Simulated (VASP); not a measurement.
A run of VASP 6.6.1 is set up as follows.

Contents of INCAR:

```
SYSTEM = KH3Pt8
PREC = Accurate
ENCUT = 520
EDIFF = 1E-6
ISMEAR = 0
SIGMA = 0.0893
LREAL = .False.
LASPH = .True.
NELM = 100
ALGO = Normal
ISIF = 2
LWAVE = .False.
LCHARG = .False.
NBANDS = 58
```

File KPOINTS:

```
Automatic mesh
0
Gamma
  5 5 3
  0 0 0
```

File POSCAR:

```
KH3Pt8
1.0
    4.7568070000      3.0361420000      0.0000000000
    4.7568070000     -3.0361420000      0.0000000000
    0.7401530000      0.0000000000     -8.4600010000
H Pt K
3 8 1
Direct
    0.6200000000      0.6200000000      0.7100000000
    0.3800000000      0.3800000000      0.2900000000
    0.0000000000      0.0000000000      0.5000000000
    0.2200000000      0.2200000000      0.4600000000
    0.7800000000      0.7800000000      0.5400000000
    0.2700000000      0.7700000000      0.6800000000
    0.2300000000      0.7300000000      0.3200000000
    0.7300000000      0.2300000000      0.3200000000
    0.7700000000      0.2700000000      0.6800000000
    0.6900000000      0.6900000000      0.9000000000
    0.3100000000      0.3100000000      0.1000000000
    0.0000000000      0.0000000000      0.0000000000
```

Potentials or basis: VASP PAW LDA potentials, release 64 (H, Pt, K_sv).

Launch:

```console
$ cat potpaw_LDA.64/H/POTCAR potpaw_LDA.64/Pt/POTCAR potpaw_LDA.64/K_sv/POTCAR > POTCAR
$ mpirun -np 1 vasp_std > vasp.out
```

**Question.** Predict the pressure.

**Answer.** -19.5 GPa.

**Question.** Estimate the largest force.

**Answer.** 1.562 eV/Å.

**Question.** Predict the band gap on the k mesh.

**Answer.** Zero (bands 46 and 47 overlap by 0.26 eV).

Forces on the atoms (eV/Å):
```
H    0.208  0.000 -0.020
H   -0.208  0.000  0.020
H    0.000  0.000  0.000
Pt  -0.938  0.000  0.368
Pt   0.938  0.000 -0.368
Pt   0.377 -0.232  1.445
Pt  -0.377 -0.232 -1.445
Pt  -0.377  0.232 -1.445
Pt   0.377  0.232  1.445
Pt  -0.983  0.000  1.215
Pt   0.983  0.000 -1.215
K    0.000  0.000  0.000
```

Caveat: the cell stands under tension; spin-orbit coupling is left out, which moves the levels of the heavy elements; forces of over 1 eV/Å act on the atoms, so gaps and moduli don't describe the material at rest.
